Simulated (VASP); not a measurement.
**CdF2: single point with r2SCAN**

CdF2:

```
CELL_PARAMETERS angstrom
0.00000 2.69400 2.69400
2.69400 0.00000 2.69400
2.69400 2.69400 0.00000
ATOMIC_POSITIONS crystal
Cd 0.00000 0.00000 0.00000
F 0.75000 0.75000 0.75000
F 0.25000 0.25000 0.25000
```

```
Program             : VASP 6.6.1
Task                : single point
Functional          : r2SCAN
Potentials or basis : VASP PAW PBE potentials, release 64 (Cd, F)
Cutoff              : 520 eV
k mesh              : 9 × 9 × 9
Occupations         : fermi-dirac, width 0.05 eV
Spin                : no spin polarisation
```

| Item | Value |
| --- | --- |
| Pressure | 1.0 GPa |
| Band gap on the k mesh | 3.78 eV, indirect (least direct gap 4.25 eV) |

Levels at points of the mesh, in eV from the valence-band top:
```tsv
k point	band 11	band 12	band 13	band 14	band 15	band 16
(0.00, 0.00, 0.00)	-0.47	-0.47	-0.47	3.78	13.64	13.64
```

It took 2.7 min on 1 thread of AMD EPYC 7R43 64-Core Processor (Zen 3) (shared host), peak memory 0.14 GiB.

Caveat: the PAW data sets were made with another functional, which shifts forces and pressure a little. r2SCAN opens gaps a little over a GGA but as a rule still falls short of measured ones.
